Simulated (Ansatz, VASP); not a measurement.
Ge in VASP and in Ansatz

```
Ge
1.0
     0.00000    2.86599    2.86599
     2.86599    0.00000    2.86599
     2.86599    2.86599    0.00000
Ge
2
Direct
  0.50000 0.50000 0.50000
  0.75000 0.75000 0.75000
```

Change from the starting cell: volume scaled by 1.04, crystal datasets.

Alike in both runs: task electric field gradients; functional PBEsol; k mesh 11 × 11 × 11; occupations fermi-dirac, width 0.05 eV; no spin polarisation.

|  | VASP | Ansatz |
| --- | --- | --- |
| version | VASP 6.6.1 | Ansatz 0.2.0 |
| potentials or method | VASP PAW PBE potentials, release 64 (Ge_d), cutoff 520 eV | all-electron PAW with datasets made for the crystal, scalar-relativistic |

Ansatz gave:

| Item | Value |
| --- | --- |
| pressure (GPa) | -1.8 |

**Question.** Estimate VASP's values.

**Answer.** Pressure (GPa): -1.9.

VASP's potentials were made for PBE, not for PBEsol. Ansatz ran all-electron here, and VASP with PAW potentials.
